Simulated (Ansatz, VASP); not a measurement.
**Two plane-wave programs on InP**

```
In P
1.0
     0.00000    2.93050    2.93050
     2.93050    0.00000    2.93050
     2.93050    2.93050    0.00000
In P
1 1
Direct
  0.00000 0.00000 0.00000
  0.25000 0.25000 0.25000
```

Alike in both runs: task relaxation of cell and atoms; functional PBE; dispersion D4; k mesh 6 × 6 × 6; occupations fermi-dirac, width 0.05 eV; no spin polarisation.

|  | VASP | Ansatz |
| --- | --- | --- |
| version | VASP 6.6.1 | Ansatz 0.2.0 |
| potentials or method | VASP PAW PBE potentials, release 64 (In_d, P) | plane waves, PAW |
| plane-wave cutoff (eV) | 600 | 420 |
| valence electrons in the cell | 18 | 18 |

```tsv
	VASP	Ansatz	Ansatz less VASP
relaxed volume (Å³/atom)	25.55	25.56	+0.012
relaxed cell length with the largest relative difference (Å)	4.165	4.166	+0.0006
```
